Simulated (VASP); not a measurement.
# Be2CdO3 (P4/mmm) in VASP: further runs

Runs on Be2CdO3. Level: PBE. Tasks: single point.

Program: VASP 6.6.1. These are calculated values, not measurements. Logs are shortened: lines on timing, memory, paths and dates and some standing lists are left out, and cuts for length are marked.

**1. The cell of the first run**

Symmetry: P4/mmm, No. 123, tetragonal system. Conventional cell: a = 2.570 Å, b = 2.570 Å, c = 7.976 Å, α = 90.00°, β = 90.00°, γ = 90.00°. Be (site symmetry 4mm) has 8 O at 2.13 to 2.19 Å and 5 Be at 2.46 to 2.57 Å and 1 Cd at 2.76 Å within 2.8 Å. Cd (site symmetry 4/mmm) has 8 O at 2.45 Å and 4 Cd at 2.57 Å and 2 Be at 2.76 Å within 3.2 Å. Within 2.9 Å of O (site symmetry 4/mmm) lie 8 Be at 2.19 Å and 6 O at 2.34 to 2.57 Å. O (site symmetry 4mm) has 4 Be at 2.13 Å and 5 O at 2.34 to 2.57 Å and 4 Cd at 2.45 Å within 2.8 Å.

The cell was built from a structure type or drawn by symmetry, and may not be a known phase.

**2. Single point, PBE**

INCAR reads:

```
SYSTEM = Be2CdO3
  ALGO = Normal
  EDIFF = 1E-6
  ENCUT = 520
  GGA = PE
  ISIF = 2
  ISMEAR = 0
  LASPH = .TRUE.
  LCHARG = .FALSE.
  LREAL = .FALSE.
  LWAVE = .FALSE.
  NBANDS = 26
  NELM = 100
  PREC = Accurate
  SIGMA = 0.1
```

KPOINTS reads:

```
k-points
0
G
  6 6 2
  0 0 0
```

POSCAR reads:

```
Be2CdO3
1.0
    2.5703195263      0.0000000000      0.0000000000
    0.0000000000      2.5703195263      0.0000000000
    0.0000000000      0.0000000000      7.9764672765
Be Cd O
2 1 3
Direct
    0.5000000000      0.5000000000      0.8458936172
    0.5000000000      0.5000000000      0.1541063828
    0.5000000000      0.5000000000      0.5000000000
    0.0000000000      0.0000000000      0.0000000000
    0.0000000000      0.0000000000      0.7067543622
    0.0000000000      0.0000000000      0.2932456378
```

Potentials or basis: VASP PAW PBE potentials, release 64 (Be, Cd, O).

On the command line:

```bash
$ cat potpaw_PBE.64/Be/POTCAR potpaw_PBE.64/Cd/POTCAR potpaw_PBE.64/O/POTCAR > POTCAR
$ mpirun -np 1 vasp_std > vasp.out
```

OUTCAR:

```text
SYSTEM = Be2CdO3
   EDIFF = 1E-6
   ENCUT = 520
   GGA = PE
   ISIF = 2
   ISMEAR = 0
   LASPH = .TRUE.
   LREAL = .FALSE.
   NELM = 100
   PREC = Accurate

 ion  position               nearest neighbor table
   1  0.500  0.500  0.846-   5 2.13   5 2.13   5 2.13   5 2.13   3 2.76
   2  0.500  0.500  0.154-   6 2.13   6 2.13   6 2.13   6 2.13   3 2.76
   3  0.500  0.500  0.500-   5 2.45   6 2.45   5 2.45   6 2.45   5 2.45   6 2.45   5 2.45   6 2.45
                             1 2.76   2 2.76
   4  0.000  0.000  0.000-
   5  0.000  0.000  0.707-   1 2.13   1 2.13   1 2.13   1 2.13   3 2.45   3 2.45   3 2.45   3 2.45

   6  0.000  0.000  0.293-   2 2.13   2 2.13   2 2.13   2 2.13   3 2.45   3 2.45   3 2.45   3 2.45

  LATTYP: Found a simple tetragonal cell.
 ALAT       =     2.5703195263
 C/A-ratio  =     3.1032979343

  Lattice vectors:

 A1 = (   2.5703195263,   0.0000000000,   0.0000000000)
 A2 = (   0.0000000000,   2.5703195263,   0.0000000000)
 A3 = (   0.0000000000,   0.0000000000,   7.9764672765)

Analysis of symmetry for initial positions (statically):
=====================================================================
 Subroutine PRICEL returns:
 Original cell was already a primitive cell.

 Routine SETGRP: Setting up the symmetry group for a
 simple tetragonal supercell.

 Subroutine GETGRP returns: Found 16 space group operations
 (whereof 16 operations were pure point group operations)
 out of a pool of 16 trial point group operations.

The static configuration has the point symmetry D_4h.

Analysis of symmetry for dynamics (positions and initial velocities):
=====================================================================
 Subroutine PRICEL returns:
 Original cell was already a primitive cell.

 Routine SETGRP: Setting up the symmetry group for a
 simple tetragonal supercell.

 Subroutine GETGRP returns: Found 16 space group operations
 (whereof 16 operations were pure point group operations)
 out of a pool of 16 trial point group operations.

The dynamic configuration has the point symmetry D_4h.

 Subroutine INISYM returns: Found 16 space group operations
 (whereof 16 operations are pure point group operations),
 and found     1 'primitive' translations

----------------------------------------------------------------------------------------

                                     Primitive cell

  volume of cell :      52.6969

  direct lattice vectors                    reciprocal lattice vectors
     2.570319526  0.000000000  0.000000000     0.389056687  0.000000000  0.000000000
     0.000000000  2.570319526  0.000000000     0.000000000  0.389056687  0.000000000
     0.000000000  0.000000000  7.976467277     0.000000000  0.000000000  0.125368784

  length of vectors
     2.570319526  2.570319526  7.976467277     0.389056687  0.389056687  0.125368784

  position of ions in fractional coordinates (direct lattice)
     0.500000000  0.500000000  0.845893617
     0.500000000  0.500000000  0.154106383
     0.500000000  0.500000000  0.500000000
     0.000000000  0.000000000  0.000000000
     0.000000000  0.000000000  0.706754362
     0.000000000  0.000000000  0.293245638

  ion indices of the primitive-cell ions
   primitive index   ion index
                 1           1
                 2           2
                 3           3
                 4           4
                 5           5
                 6           6

----------------------------------------------------------------------------------------

 KPOINTS: k-points

Automatic generation of k-mesh.
 Grid dimensions read from file:
 generate k-points for:    6    6    2

 Generating k-lattice:

  Cartesian coordinates                     Fractional coordinates (reciprocal lattice)
     0.064842781  0.000000000  0.000000000     0.166666667  0.000000000  0.000000000
     0.000000000  0.064842781  0.000000000     0.000000000  0.166666667  0.000000000
     0.000000000  0.000000000  0.062684392     0.000000000  0.000000000  0.500000000

  Length of vectors
     0.064842781  0.064842781  0.062684392

  Shift w.r.t. Gamma in fractional coordinates (k-lattice)
     0.000000000  0.000000000  0.000000000

 Subroutine IBZKPT returns following result:
 ===========================================

 Found     20 irreducible k-points:

 Following reciprocal coordinates:
            Coordinates               Weight
  0.000000  0.000000  0.000000      1.000000
  0.166667  0.000000  0.000000      4.000000
  0.333333  0.000000  0.000000      4.000000
  0.500000  0.000000  0.000000      2.000000
  0.166667  0.166667  0.000000      4.000000
  0.333333  0.166667  0.000000      8.000000
[... 12 lines left out ...]
  0.500000  0.333333  0.500000      4.000000
  0.500000  0.500000  0.500000      1.000000
   k-points           NKPTS =     20   k-points in BZ     NKDIM =     20   number of bands    NBANDS=     26
   number of dos      NEDOS =    301   number of ions     NIONS =      6
   total plane-waves  NPLWV =  24000
   dimension x,y,z NGX =    20 NGY =   20 NGZ =   60
   dimension x,y,z NGXF=    40 NGYF=   40 NGZF=  120
   ions per type =               2   1   3
   NGX,Y,Z   is equivalent  to a cutoff of  12.94, 12.94, 12.51 a.u.
   NGXF,Y,Z  is equivalent  to a cutoff of  25.87, 25.87, 25.01 a.u.
 SYSTEM =  Be2CdO3
   PREC   = accura    normal or accurate (medium, high low for compatibility)
   ISTART =      0    job   : 0-new  1-cont  2-samecut
   ICHARG =      2    charge: 1-file 2-atom 10-const
   ISPIN  =      1    spin polarized calculation?
   LNONCOLLINEAR =      F non collinear calculations
   LSORBIT =      F    spin-orbit coupling
   LASPH  =      T    aspherical Exc in radial PAW
   ENCUT  =  520.0 eV  38.22 Ry    6.18 a.u.   4.78  4.78 14.83*2*pi/ulx,y,z
   NELM   =    100;   NELMIN=  2; NELMDL= -5     # of ELM steps
   EDIFF  = 0.1E-05   stopping-criterion for ELM
   LREAL  =      F    real-space projection
   EDIFFG = 0.1E-04   stopping-criterion for IOM
   NSW    =      0    number of steps for IOM
   IBRION =     -1    ionic relax: 0-MD 1-quasi-New 2-CG
   NFREE  =      0    steps in history (QN), initial steepest desc. (CG)
   ISIF   =      2    stress and relaxation
   ISYM   =      2    0-nonsym 1-usesym 2-fastsym
   POTIM  = 0.5000    time-step for ionic-motion
   TEBEG  =    0.0;   TEEND  =   0.0 temperature during run
   PSTRESS=    0.0 pullay stress
   NELECT =      34.0000    total number of electrons
   NUPDOWN=      -1.0000    fix difference up-down
   EMIN   =  10.00;   EMAX   =-10.00  energy-range for DOS
   EFERMI =   0.00;   METHOD = LEGACY
   ISMEAR =     0;   SIGMA  =   0.10  broadening in eV -4-tet -1-fermi 0-gaus
   EFERMI_NEDOS =   21; number of points for ismear=-14 and -15
   IALGO  =     38    algorithm
   IMIX   =      4    mixing-type and parameters
     AMIX     =   0.40;   BMIX     =  1.00
     AMIX_MAG =   1.60;   BMIX_MAG =  1.00
  volume/ion in A,a.u.               =       8.78        59.27
  Fermi-wavevector in a.u.,A,eV,Ry     =   1.414619  2.673243 27.227262  2.001147
  Thomas-Fermi vector in A             =   2.536143
   LORBIT       =      0    0 simple, 1 ext, 2 COOP (PROOUT), +10 PAW based schemes
   GGA     = PE    functional components
   LHFCALC =     F    Hartree Fock is set to
   AEXX    =    0.0000 exact exchange contribution
   IVDW    =     0    specifies the selected vdW correction
   LEPSILON=     F    determine dielectric tensor
   LRPA    =     F    only Hartree local field effects (RPA)
 non-spin polarized calculation
 Gauss-broadening in eV      SIGMA  =   0.10
  energy-cutoff  :      520.00
  volume of cell :       52.70
 maximum number of plane-waves:      1440
 NGX is ok and might be reduce to    20
   NGX =  9   NGY =  9   NGZ = 29

 number of electron      34.0000009 magnetization

 Free energy of the ion-electron system (eV)
  ---------------------------------------------------
  ext. energy  EPLUGINS =         0.00000000
  ---------------------------------------------------
  free energy    TOTEN  =       -26.99756273 eV

  energy without entropy =      -26.99507071  energy(sigma->0) =      -26.99631672

 E-fermi :   5.2614     XC(G=0): -11.8842

 val. band max:        5.1767252710   @ k =   0.5000   0.5000   0.0000
 cond. band min:       5.2678511125   @ k =   0.5000   0.5000   0.5000
 fundamental gap:      0.0911258416
 Fermi energy:         5.2613535078

 k-point     1 :       0.0000    0.0000    0.0000
  band No.  band energies     occupation
      1     -14.2574      2.00000
      2     -13.5951      2.00000
      3     -12.7724      2.00000
      4      -5.8581      2.00000
      5      -5.3745      2.00000
      6      -3.1305      2.00000
[... 18 lines left out ...]
     25      17.8829      0.00000
     26      17.8835      0.00000

 k-point     2 :       0.1667    0.0000    0.0000
  band No.  band energies     occupation
      1     -13.9699      2.00000
      2     -13.3738      2.00000
      3     -12.4982      2.00000
      4      -5.6281      2.00000
      5      -4.8509      2.00000
      6      -3.5689      2.00000
[... 18 lines left out ...]
     25      17.3394      0.00000
     26      17.5442      0.00000

 k-point     3 :       0.3333    0.0000    0.0000
  band No.  band energies     occupation
      1     -13.3056      2.00000
      2     -12.8826      2.00000
      3     -11.8693      2.00000
      4      -5.3777      2.00000
      5      -4.1236      2.00000
      6      -3.8741      2.00000
[... 456 lines left out ...]
 k-point    19 :       0.5000    0.3333    0.5000
  band No.  band energies     occupation
      1     -12.0584      2.00000
      2     -11.9266      2.00000
      3     -10.8167      2.00000
      4      -5.0752      2.00000
      5      -4.4217      2.00000
      6      -4.3313      2.00000
[... 18 lines left out ...]
     25      13.2052      0.00000
     26      13.4976      0.00000

 k-point    20 :       0.5000    0.5000    0.5000
  band No.  band energies     occupation
      1     -11.6939      2.00000
      2     -11.6908      2.00000
      3     -10.5382      2.00000
      4      -5.3453      2.00000
      5      -4.6527      2.00000
      6      -4.6527      2.00000
[... 18 lines left out ...]
     25      13.4894      0.00000
     26      13.4894      0.00000

------------------------ aborting loop because EDIFF is reached ----------------------------------------

  FORCE on cell =-STRESS in cart. coord.  units (eV):
  Direction    XX          YY          ZZ          XY          YZ          ZX
  --------------------------------------------------------------------------------------
  -------------------------------------------------------------------------------------
  Total        0.3914555      0.3914555      0.3131797      0.0000000      0.0000000      0.0000000
  in kB       11.9016768     11.9016768      9.5218070      0.0000000      0.0000000      0.0000000
  external PRESSURE =      11.1083869 kB  Pullay stress =       0.0000000 kB

 VOLUME and BASIS-vectors are now :
 -----------------------------------------------------------------------------
  energy-cutoff  :      520.00
  volume of cell :       52.70
      direct lattice vectors                 reciprocal lattice vectors
     2.570319526  0.000000000  0.000000000     0.389056687  0.000000000  0.000000000
     0.000000000  2.570319526  0.000000000     0.000000000  0.389056687  0.000000000
     0.000000000  0.000000000  7.976467277     0.000000000  0.000000000  0.125368784

 POSITION                                       TOTAL-FORCE (eV/Angst)
 -----------------------------------------------------------------------------------
      1.28516      1.28516      6.74724         0.000000     -0.000000      0.010271
      1.28516      1.28516      1.22922        -0.000000     -0.000000     -0.010271
      1.28516      1.28516      3.98823        -0.000000      0.000000      0.000000
      0.00000      0.00000      0.00000        -0.000000      0.000000      0.000000
      0.00000      0.00000      5.63740         0.000000     -0.000000      0.088121
      0.00000      0.00000      2.33906        -0.000000      0.000000     -0.088121
 -----------------------------------------------------------------------------------
    total drift:                               -0.000000      0.000000      0.000000

  FREE ENERGIE OF THE ION-ELECTRON SYSTEM (eV)
  ---------------------------------------------------
  free  energy   TOTEN  =       -26.9975627259 eV

  energy  without entropy=      -26.9950707115  energy(sigma->0) =      -26.99631672
```

It took 20 s on 1 thread of Intel Xeon 6975P-C (Granite Rapids), shared host; peak memory 0.17 GiB.

What came out:

* Free energy: -26.9976 eV
* Pressure: 1.1 GPa
* Largest force: 0.088 eV/Å
* Band gap on the k mesh: zero (bands 17 and 18 overlap by 0.39 eV)

Forces on the atoms (eV/Å):
```
Be   0.000  0.000  0.010
Be   0.000  0.000 -0.010
Cd   0.000  0.000  0.000
O    0.000  0.000  0.000
O    0.000  0.000  0.088
O    0.000  0.000 -0.088
```

Stress tensor (GPa, compression positive):
```
1.19 0.00 0.00
0.00 1.19 0.00
0.00 0.00 0.95
```

Caveat: the k points lie up to 0.41 Å⁻¹ apart; semilocal functionals underestimate gaps, so a narrow gap can read as zero.

(Continued in part 2 of 2.)
